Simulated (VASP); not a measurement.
Write the native input for VASP 6.6.1 that does the following.

```
Task                   : relaxation of cell and atoms
Functional             : LDA
Potentials or basis    : VASP PAW LDA potentials, release 64 (B, As)
Cutoff                 : 500 eV
k mesh                 : 10 × 10 × 10
Occupations            : gaussian, width 0.02 eV
Spin                   : no spin polarisation
Target pressure        : 19.4 GPa
Dipole correction      : no
Further INCAR settings : ALGO = Normal; EDIFF = 1e-07; IBRION = 2; EDIFFG = -0.002; NSW = 100; ISIF = 3
```

The structure of BAs (lda) lies in POSCAR:

```
BAs
1.0
    0.0000000000      2.3885000000      2.3885000000
    2.3885000000      0.0000000000      2.3885000000
    2.3885000000      2.3885000000      0.0000000000
B As
1 1
Direct
    0.0000000000      0.0000000000      0.0000000000
    0.2500000000      0.2500000000      0.2500000000
```

One way to write it, as run:

INCAR

```
  ALGO = Normal
  EDIFF = 1E-7
  EDIFFG = -0.002
  ENCUT = 500
  GGA_COMPAT = F
  IBRION = 2
  ISIF = 3
  ISMEAR = 0
  LASPH = T
  LCHARG = F
  LREAL = F
  LWAVE = F
  NELM = 120
  NELMIN = 4
  NSW = 100
  PREC = Accurate
  PSTRESS = 194.0
  SIGMA = 0.02
```

KPOINTS

```
k-points
0
Gamma
  10 10 10
```

Potentials or basis: VASP PAW LDA potentials, release 64 (B, As).

Launch:

```console
$ cat potpaw_LDA.64/B/POTCAR potpaw_LDA.64/As/POTCAR > POTCAR
$ mpirun -np 1 vasp_std > vasp.out
```

It gave:

- Relaxed volume: 11.99 Å³/atom
- Relaxed cell: a = 3.237 Å, b = 3.237 Å, c = 3.237 Å, α = 60.00°, β = 60.00°, γ = 60.00°
- Space group after relaxing (to 0.05 Å): F-43m (No. 216)
- Energy change on relaxing (the enthalpy is what falls): +71.4 meV/atom
- Ionic steps: 7
- Pressure after relaxing: 19.4 GPa
- Band gap on the k mesh: 1.00 eV, indirect (least direct gap 3.43 eV)

Caveat: the cell is relaxed towards a set pressure, so the enthalpy falls and the energy may rise.

Run time: 40 s on 1 thread of Intel(R) Xeon(R) Platinum 8488C (Sapphire Rapids) (shared host), peak memory 0.15 GiB.
